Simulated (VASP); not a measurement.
# SnO2 (Cassiterite) (P4_2/mnm) in VASP: a series of runs, part 2 of 2

VASP 6.6.1.

### 4 Single point, RPBE+D4

This run uses another cell than the first one, of 11.92 Å³/atom, 1.042 times its volume.

The input, INCAR:

```
SYSTEM = SnO2
ALGO = Normal ; EDIFF = 1E-6
ENCUT = 520 ; GGA = RP
ISIF = 2 ; ISMEAR = -1
IVDW = 13 ; LASPH = .TRUE.
LCHARG = .TRUE. ; LELF = .TRUE.
LREAL = .FALSE. ; LVHAR = .TRUE.
LWAVE = .FALSE. ; NBANDS = 35
NELM = 80 ; PREC = Accurate
SIGMA = 0.05
```

The input, KPOINTS:

```
k-points
0
G
  6 6 8
  0 0 0
```

The input, POSCAR:

```
SnO2
1.0
    4.7380000000      0.0000000000      0.0000000000
    0.0000000000      4.7380000000      0.0000000000
    0.0000000000      0.0000000000      3.1865000000
Sn O
2 4
Direct
    0.5000000000      0.5000000000      0.5000000000
    0.0000000000      0.0000000000      0.0000000000
    0.8071000000      0.1929000000      0.5000000000
    0.6929000000      0.6929000000      0.0000000000
    0.1929000000      0.8071000000      0.5000000000
    0.3071000000      0.3071000000      0.0000000000
```

Potentials or basis: VASP PAW PBE potentials, release 64 (Sn_d, O).

Started as:

```bash
cat potpaw_PBE.64/Sn_d/POTCAR potpaw_PBE.64/O/POTCAR > POTCAR
mpirun -np 1 vasp_std > vasp.out
```

OUTCAR:

```text
SYSTEM = SnO2
   EDIFF = 1E-6
   ENCUT = 520
   GGA = RP
   ISIF = 2
   ISMEAR = -1
   IVDW = 13
   LASPH = .TRUE.
   LREAL = .FALSE.
   NELM = 80
   PREC = Accurate

 ion  position               nearest neighbor table
   1  0.500  0.500  0.500-   4 2.05   6 2.05   4 2.05   6 2.05   5 2.06   3 2.06   2 3.71   2 3.71
                             2 3.71   2 3.71   2 3.71   2 3.71   2 3.71   2 3.71
   2  0.000  0.000  0.000-   3 2.05   5 2.05   3 2.05   5 2.05   4 2.06   6 2.06   1 3.71   1 3.71
                             1 3.71   1 3.71   1 3.71   1 3.71   1 3.71   1 3.71
   3  0.807  0.193  0.500-   2 2.05   2 2.05   1 2.06
   4  0.693  0.693  0.000-   1 2.05   1 2.05   2 2.06
[... 1128 lines left out ...]
  Total       2.90358     2.90358     4.78131     0.00000     0.00000     0.00000
  in kB      65.03402    65.03402   107.09116     0.00000     0.00000     0.00000
  external pressure =       79.05 kB  Pullay stress =        0.00 kB

 VOLUME and BASIS-vectors are now :
 -----------------------------------------------------------------------------
  energy-cutoff  :      520.00
  volume of cell :       71.53
      direct lattice vectors                 reciprocal lattice vectors
     4.738000000  0.000000000  0.000000000     0.211059519  0.000000000  0.000000000
     0.000000000  4.738000000  0.000000000     0.000000000  0.211059519  0.000000000
     0.000000000  0.000000000  3.186500000     0.000000000  0.000000000  0.313823945

 POSITION                                       TOTAL-FORCE (eV/Angst)
 -----------------------------------------------------------------------------------
      2.36900      2.36900      1.59325         0.000000      0.000000      0.000000
      0.00000      0.00000      0.00000         0.000000      0.000000      0.000000
      3.82404      0.91396      1.59325        -0.241637      0.241637      0.000000
      3.28296      3.28296      0.00000         0.241637      0.241637      0.000000
      0.91396      3.82404      1.59325         0.241637     -0.241637      0.000000
      1.45504      1.45504      0.00000        -0.241637     -0.241637     -0.000000
 -----------------------------------------------------------------------------------
    total drift:                               -0.000000      0.000000      0.000000

  FREE ENERGIE OF THE ION-ELECTRON SYSTEM (eV)
  ---------------------------------------------------
  free  energy   TOTEN  =       -38.0535551441 eV

  energy  without entropy=      -38.0535551279  energy(sigma->0) =      -38.05355514
```

stdout:

```text
POSCAR found type information on POSCAR SnO
 POSCAR found :  2 types and       6 ions
 scaLAPACK will be used
 -----------------------------------------------------------------------------
|                                                                             |
|                                                                             |
|     You enforced a specific xc type in the INCAR file but a different       |
|     I HOPE YOU KNOW WHAT YOU ARE DOING!                                     |
|                                                                             |
 -----------------------------------------------------------------------------

 LDA part: xc-table for (Slater+PW92), standard interpolation
 POSCAR, INCAR and KPOINTS ok, starting setup
 FFT: planning ... GRIDC
 FFT: planning ... GRID_SOFT
 FFT: planning ... GRID
 WAVECAR not read
 entering main loop
```

It took 2.7 min on 1 thread of AMD EPYC 7R43 (Zen 3), shared host; peak memory 0.2 GiB.

What came out:

- Free energy: -38.0536 eV
- Pressure: 7.9 GPa
- Largest force: 0.342 eV/Å
- Band gap on the k mesh: 1.36 eV, direct
- Dispersion energy per atom: -0.556 eV

Forces in eV/Å, atoms in the order of the input:
```
Sn   0.000  0.000  0.000
Sn   0.000  0.000  0.000
O   -0.242  0.242  0.000
O    0.242  0.242  0.000
O    0.242 -0.242  0.000
O   -0.242 -0.242  0.000
```

Stress tensor (GPa, compression positive):
```
 6.50  0.00  0.00
 0.00  6.50  0.00
 0.00  0.00 10.71
```

Levels at points of the mesh, in eV from the valence-band top:
```csv
k point,band 22,band 23,band 24,band 25,band 26,band 27,band 28,band 29,band 30,band 31
"(0.00, 0.00, 0.00)",-1.22,-1.22,-0.77,-0.77,0.00,1.36,6.27,6.49,6.49,10.74
"(0.50, 0.00, 0.00)",-1.93,-1.18,-1.18,-0.63,-0.63,4.53,4.53,7.24,7.24,11.09
"(0.50, 0.50, 0.00)",-1.93,-1.29,-1.29,-0.90,-0.90,4.93,4.93,7.66,7.66,11.13
"(0.00, 0.00, 0.50)",-2.56,-1.63,-1.63,-1.25,-1.25,6.32,6.32,9.94,9.94,10.86
"(0.50, 0.00, 0.50)",-1.70,-1.09,-1.09,-0.68,-0.68,6.60,6.60,8.20,8.20,11.21
"(0.50, 0.50, 0.50)",-2.42,-0.96,-0.96,-0.83,-0.83,5.02,5.02,9.07,9.07,11.21
```

Caveat: the PAW data sets were made with another functional, which shifts forces and pressure a little; spin-orbit coupling is left out, which moves the levels of the heavy elements.

### 5 Single point, RPBE+D4

This run uses another cell than the first one, of 12.16 Å³/atom, 1.062 times its volume.

The input, INCAR:

```
SYSTEM = SnO2
PREC = Accurate ; ENCUT = 520
EDIFF = 1E-6 ; ISMEAR = -1
SIGMA = 0.05 ; LREAL = .FALSE.
LASPH = .TRUE. ; NELM = 60
ALGO = Normal ; ISIF = 2
LWAVE = .FALSE. ; LCHARG = .TRUE.
GGA = RP ; IVDW = 13
LELF = .TRUE. ; LVHAR = .TRUE.
NBANDS = 35
```

The input, KPOINTS:

```
Automatic mesh
0
G
  6 6 8
  0 0 0
```

Edit POSCAR of step 4 so:

```diff
@@ -2,5 +2,5 @@
 1.0
-    4.7380000000      0.0000000000      0.0000000000
-    0.0000000000      4.7380000000      0.0000000000
-    0.0000000000      0.0000000000      3.1865000000
+    4.7693783979      0.0000000000      0.0000000000
+    0.0000000000      4.7693783979      0.0000000000
+    0.0000000000      0.0000000000      3.2076032640
 Sn O
```

Started as:

```bash
cat potpaw_PBE.64/Sn_d/POTCAR potpaw_PBE.64/O/POTCAR > POTCAR
mpirun -np 1 vasp_std > vasp.out
```

Run time: 1.9 min. Hardware: 1 thread of AMD EPYC 7R43 (Zen 3), shared host; peak memory 0.2 GiB.

Results (log left out):

| Quantity | Value |
| --- | --- |
| Free energy | -38.1072 eV |
| Pressure | 3.7 GPa |
| Largest force | 0.259 eV/Å |
| Band gap on the k mesh | 1.13 eV, direct |
| Dispersion energy per atom | -0.544 eV |

Forces in eV/Å, atoms in the order of the input:
```
Sn   0.000  0.000  0.000
Sn   0.000  0.000  0.000
O   -0.183  0.183  0.000
O    0.183  0.183  0.000
O    0.183 -0.183  0.000
O   -0.183 -0.183  0.000
```

Stress tensor (GPa, compression positive):
```
2.74 0.00 0.00
0.00 2.74 0.00
0.00 0.00 5.58
```

Levels at points of the mesh, in eV from the valence-band top:
```tsv
k point	band 23	band 24	band 25	band 26	band 27	band 28	band 29	band 30
(0.00, 0.00, 0.00)	-1.23	-0.76	-0.76	0.00	1.13	6.08	6.38	6.38
(0.50, 0.00, 0.00)	-1.19	-1.19	-0.62	-0.62	4.31	4.31	7.12	7.12
(0.50, 0.50, 0.00)	-1.30	-1.30	-0.88	-0.88	4.71	4.71	7.52	7.52
(0.00, 0.00, 0.50)	-1.58	-1.58	-1.22	-1.22	6.08	6.08	9.79	9.79
(0.50, 0.00, 0.50)	-1.06	-1.06	-0.70	-0.70	6.35	6.35	8.03	8.03
(0.50, 0.50, 0.50)	-0.94	-0.94	-0.81	-0.81	4.81	4.81	8.96	8.96
```

Caveat: the PAW data sets were made with another functional, which shifts forces and pressure a little; spin-orbit coupling is left out, which moves the levels of the heavy elements.

### 6 Overview

```csv
cell,gap on the mesh (eV),pressure (GPa),largest force (eV/Å)
"a = 4.674, b = 4.674, c = 3.143 Å, 6 atoms",1.85,17.9,0.53
"a = 4.706, b = 4.706, c = 3.165 Å, 6 atoms",1.60,12.7,0.43
"a = 4.738, b = 4.738, c = 3.187 Å, 6 atoms",1.36,7.9,0.34
"a = 4.769, b = 4.769, c = 3.208 Å, 6 atoms",1.13,3.7,0.26
```

Alike in all rows: task single point; level RPBE+D4; potentials or basis VASP PAW PBE potentials, release 64 (Sn_d, O); no spin polarisation; k mesh 6 × 6 × 8; cutoff (eV) 520; smearing fermi-dirac 0.05 eV.

Caveats: the PAW data sets were made with another functional, which shifts forces and pressure a little; spin-orbit coupling is left out, which moves the levels of the heavy elements.

Total energies depend on the potentials used, so only differences within one code and one set of settings carry meaning.
